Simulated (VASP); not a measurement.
Input of a VASP 6.6.1 run:

The input INCAR:

```
SYSTEM = CaO
PREC     = Accurate       ! precision mode
ENCUT    = 520            ! plane-wave cutoff, eV
EDIFF    = 1E-6           ! SCF threshold, eV
ISMEAR   = 0              ! smearing method
SIGMA    = 0.1            ! smearing width, eV
LREAL    = .FALSE.        ! projectors in reciprocal space
LASPH    = .TRUE.         ! aspherical terms in the spheres
NELM     = 80             ! most SCF steps
ALGO     = Normal         ! electronic algorithm
ISIF     = 2              ! what is computed and relaxed
LWAVE    = .FALSE.        ! write WAVECAR
LCHARG   = .FALSE.        ! write CHGCAR
GGA      = PE             ! functional
NBANDS   = 24             ! bands
```

The input KPOINTS:

```
regular mesh
0
G
  6 6 4
  0 0 0
```

The input POSCAR:

```
CaO
1.0
    2.9565771264     -1.7076137847      0.0576582717
    2.9565771264      1.7076137847      0.0576582717
   -2.0780721362      0.0000000000      5.5374110671
Ca O
2 2
Direct
    0.3750096065      0.8749805712      0.6250046537
    0.8749805712      0.3750096065      0.1250046537
    0.1249920220      0.6250178003      0.8749953463
    0.6250178003      0.1249920220      0.3749953463
```

Potentials or basis: VASP PAW PBE potentials, release 64 (Ca_sv, O).

Run with:

```bash
$ cat potpaw_PBE.64/Ca_sv/POTCAR potpaw_PBE.64/O/POTCAR > POTCAR
$ mpirun -np 1 vasp_std > vasp.out
```

**Question.** Estimate the band gap on the k mesh.

**Answer.** 3.64 eV.

**Question.** Estimate the pressure.

**Answer.** 0.7 GPa.

A k mesh can miss the band edges.
